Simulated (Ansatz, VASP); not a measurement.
# NaMg2Si2: VASP beside Ansatz

```xyz
5
Lattice="3.8036 0.0000 0.0000 0.0000 3.8036 0.0000 0.0000 0.0000 9.8237" Properties=species:S:1:pos:R:3 pbc="T T T"
Na    0.0000    0.0000    4.9118
Mg    0.0000    0.0000    8.2732
Mg    0.0000    0.0000    1.5504
Si    1.9018    1.9018    8.6620
Si    1.9018    1.9018    1.1616
```

Alike in both runs: functional PBE; k mesh 6 × 6 × 4; occupations gaussian, width 0.1 eV; no spin polarisation.

Ansatz relaxed the structure, and its values are those at the end. VASP's run is a single point on that final structure, the one shown.

|  | VASP | Ansatz |
| --- | --- | --- |
| version | VASP 6.6.1 | Ansatz 0.2.0 |
| potentials or method | VASP PAW PBE potentials, release 64 (Na_pv, Mg, Si), cutoff 520 eV | scalar-relativistic, plane waves, PAW |
| valence electrons in the cell | 19 | 37 |

```csv
,VASP,Ansatz,Ansatz less VASP
gap on the k mesh at the Fermi level (eV),none,none,-
pressure (GPa),0.0,0.1,+0.06
rms of the force components (eV/Å),0.007,0.004,-0.0024
```

A gap of «none» marks a metal or a gap that the smearing closes. The functional is the same, so the differences come from potentials, cutoffs and numerics. VASP's potentials hold 19 valence electrons a cell and Ansatz's 37, so a difference there can come from the potentials and not from the codes.
